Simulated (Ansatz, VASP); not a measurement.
K2IF in VASP and in Ansatz

```
CELL_PARAMETERS angstrom
2.21813 1.28064 7.57939
-2.21813 1.28064 7.57939
0.00000 -2.56128 7.57939
ATOMIC_POSITIONS crystal
F 0.00000 0.00000 0.00000
I 0.50000 0.50000 0.50000
K 0.27041 0.27041 0.27041
K 0.72959 0.72959 0.72959
```

Alike in both runs: task single point; functional PBE; k mesh 6 × 6 × 6; no spin polarisation.

|  | VASP | Ansatz |
| --- | --- | --- |
| version | VASP 6.6.1 | Ansatz 0.2.0 |
| potentials or method | VASP PAW PBE potentials, release 64 (F, I, K_sv) | plane waves, PAW |
| plane-wave cutoff (eV) | 520 | 420 |
| occupations | gaussian, width 0.01 eV | fixed |
| valence electrons in the cell | 32 | 42 |

```tsv
	VASP	Ansatz	Ansatz less VASP
gap on the k mesh at the Fermi level (eV)	2.98	2.98	+0.003
pressure (GPa)	-0.5	-0.5	+0.01
rms of the force components (eV/Å)	0.015	0.015	0.0000
```

Atom by atom the forces differ by 0.000 eV/Å (rms over components). VASP's potentials hold 32 valence electrons a cell and Ansatz's 42, so a difference there can come from the potentials and not from the codes.

Neither program's run includes spin-orbit coupling.
